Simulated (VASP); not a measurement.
Wanted: the native input for a VASP 6.6.1 run.

```
Task                   : single point
Functional             : PBE
Potentials or basis    : VASP PAW PBE potentials, release 64 (Pb_d, F)
Cutoff                 : 520 eV
k mesh                 : 6 × 6 × 6
Occupations            : gaussian, width 0.01 eV
Spin                   : no spin polarisation
Dipole correction      : no
Further INCAR settings : ALGO = Normal; EDIFF = 1e-06; NBANDS = 37
```

The structure of PbF2 lies in POSCAR:

```
PbF2
1.0
   -2.3135566450      2.3135566450      6.3890430153
    2.3135566450     -2.3135566450      6.3890430153
    2.3135566450      2.3135566450     -6.3890430153
Pb F
2 4
Direct
    0.7500000000      0.2500000000      0.5000000000
    0.0000000000      0.0000000000      0.0000000000
    0.5548279960      0.0548279960      0.5000000000
    0.8048279960      0.8048279960      0.0000000000
    0.1951720040      0.1951720040      0.0000000000
    0.9451720040      0.4451720040      0.5000000000
```

The input as run:

INCAR

```
PREC = Accurate
ENCUT = 520
EDIFF = 1E-6
ISMEAR = 0
SIGMA = 0.01
LREAL = False
LASPH = True
NELM = 60
ALGO = Normal
ISIF = 2
LWAVE = False
LCHARG = False
GGA = PE
NBANDS = 37
```

KPOINTS

```
regular mesh
0
Gamma
  6 6 6
```

Potentials or basis: VASP PAW PBE potentials, release 64 (Pb_d, F).

Command:

```console
$ cat potpaw_PBE.64/Pb_d/POTCAR potpaw_PBE.64/F/POTCAR > POTCAR
$ mpirun -np 1 vasp_std > vasp.out
```

It gave:

* Pressure: 3.2 GPa
* Largest force: 0.076 eV/Å
* Band gap on the k mesh: 4.01 eV (least direct gap 4.25 eV)

Caveat: the cell stands under pressure; spin-orbit coupling is left out, which moves the levels of the heavy elements.

It took 5.5 min on 1 thread of Oxide Virtual Turin-like Processor (shared host), peak memory 0.4 GiB.
